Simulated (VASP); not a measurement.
Here is a VASP 6.6.1 calculation.

Contents of INCAR:

```
SYSTEM = HC6
ALGO = Normal
EDIFF = 1E-6
ENCUT = 520
GGA = PE
ISIF = 2
ISMEAR = 0
LASPH = .TRUE.
LCHARG = .FALSE.
LREAL = .FALSE.
LWAVE = .FALSE.
NBANDS = 38
NELM = 80
PREC = Accurate
SIGMA = 0.05
```

Contents of KPOINTS:

```
k-points
0
G
  1 1 36
  0 0 0
```

Contents of POSCAR:

```
HC6
1.0
   22.6000000000      0.0000000000      0.0000000000
    0.0000000000      9.3000000000      0.0000000000
    0.0000000000      0.0000000000      2.4665450959
C H
12 2
Direct
    0.2794596609      0.5000000000      0.5000000000
    0.3739769491      0.5000000000      0.0000000000
    0.4684942373      0.5000000000      0.5000000000
    0.5630115254      0.5000000000      0.0000000000
    0.6575288136      0.5000000000      0.5000000000
    0.7520461018      0.5000000000      0.0000000000
    0.2479538982      0.5000000000      0.0000000000
    0.3424711864      0.5000000000      0.5000000000
    0.4369884746      0.5000000000      0.0000000000
    0.5315057627      0.5000000000      0.5000000000
    0.6260230509      0.5000000000      0.0000000000
    0.7205403391      0.5000000000      0.5000000000
    0.8002761903      0.5000000000      1.0000000000
    0.1997238097      0.5000000000      0.0000000000
```

Potentials or basis: VASP PAW PBE potentials, release 64 (C, H).

Command:

```bash
$ cat potpaw_PBE.64/C/POTCAR potpaw_PBE.64/H/POTCAR > POTCAR
$ mpirun -np 1 vasp_std > vasp.out
```

Question: What does it give for the band gap on the k mesh?

Answer: Zero (band 25 reaches -2.19 eV, above the bottom of band 26 at -2.22 eV).

Question: Predict the largest force.

Answer: 1.681 eV/Å.

Forces on the atoms (eV/Å):
```
C   -1.681  0.000  0.000
C   -0.344  0.000  0.000
C   -0.233  0.000  0.000
C   -0.281  0.000  0.000
C   -0.643  0.000  0.000
C   -1.120  0.000  0.000
C    1.120  0.000  0.000
C    0.643  0.000  0.000
C    0.281  0.000  0.000
C    0.233  0.000  0.000
C    0.344  0.000  0.000
C    1.681  0.000  0.000
H    0.010  0.000  0.000
H   -0.010  0.000  0.000
```
